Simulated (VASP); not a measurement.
**GaAs (zincblende type): single point with PBE**

The system is GaAs (zincblende type).

```xyz
4
Lattice="-2.8723 2.8723 0.0000 0.0000 0.0000 5.7446 2.8723 2.8723 0.0000" Properties=species:S:1:pos:R:3 pbc="T T T"
Ga    0.0000    0.0000    0.0000
Ga    0.0000    2.8723    2.8723
As    1.4362    1.4362    1.4362
As   -1.4362    1.4362    4.3085
```

```json
{
  "Program": "VASP 6.6.1",
  "Task": "single point",
  "Functional": "PBE",
  "Potentials or basis": "VASP PAW PBE potentials, release 64 (Ga_d, As)",
  "Cutoff": "520 eV",
  "k mesh": "8 × 5 × 8",
  "Occupations": "fermi-dirac, width 0.02 eV",
  "Spin": "no spin polarisation",
  "Dipole correction": "no",
  "Further INCAR settings": "ALGO = Normal; EDIFF = 1e-06; NBANDS = 26"
}
```

| Property | Result |
| --- | --- |
| Pressure | 0.2 GPa |
| Band gap on the k mesh | 0.17 eV |

Levels at points of the mesh, in eV from the valence-band top:
| k point | band 14 | band 15 | band 16 | band 17 | band 18 | band 19 | band 20 | band 21 | band 22 | band 23 |
| --- | --- | --- | --- | --- | --- | --- | --- | --- | --- | --- |
| (0.00, 0.00, 0.00) | -2.51 | -2.51 | 0.00 | 0.00 | 0.00 | 0.17 | 1.55 | 1.67 | 3.72 | 3.72 |
| (0.50, 0.00, 0.00) | -5.50 | -3.16 | -3.16 | -1.14 | -1.14 | 2.62 | 2.62 | 5.48 | 5.48 | 5.56 |
| (0.50, 0.00, 0.50) | -6.60 | -2.51 | -2.51 | -2.51 | -2.51 | 1.55 | 1.55 | 1.67 | 1.67 | 9.79 |

Run time: 41 s on 1 thread of Intel(R) Xeon(R) 6975P-C (Granite Rapids), on a shared host, peak memory 0.25 GiB.
